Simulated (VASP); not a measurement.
Runs of VASP 6.6.1 on K3Pb. The structure is that of space group Fm-3m (No. 225), or close to it. The cells are those of the table. The cell was generated, and may not be a known phase.

```tsv
task	cell	k mesh	cutoff (eV)	gap on the mesh (eV)	pressure (GPa)	relaxed volume (Å³/atom)
relaxation of cell and atoms	relaxed from a = 6.394 Å, angles 60.0°, 4 atoms	10 × 10 × 10	600	none	0.0	46.37
single point	a = 6.169 Å, angles 60.0°, 4 atoms	4 × 4 × 4	520	none	1.1	-
single point	a = 6.394 Å, angles 60.0°, 4 atoms	4 × 4 × 4	520	none	0.0	-
single point	a = 6.394 Å, angles 60.0°, 4 atoms	10 × 10 × 10	520	none	0.0	-
relaxation of cell and atoms	relaxed from a = 6.169 Å, angles 60.0°, 4 atoms	4 × 4 × 4	600	none	-0.1	(a)
```

Alike in all rows: level PBE; potentials or basis VASP PAW PBE potentials, release 64 (K_sv, Pb_d); no spin polarisation; smearing gaussian 0.1 eV.

Q: Estimate the missing entries.

A: (a) 46.98.

Caveats: spin-orbit coupling is left out, which moves the levels of the heavy elements.

A k mesh can miss the band edges, and the runs leave out spin-orbit coupling on Pb.

A gap of «none» marks levels without a gap at the run's occupations.
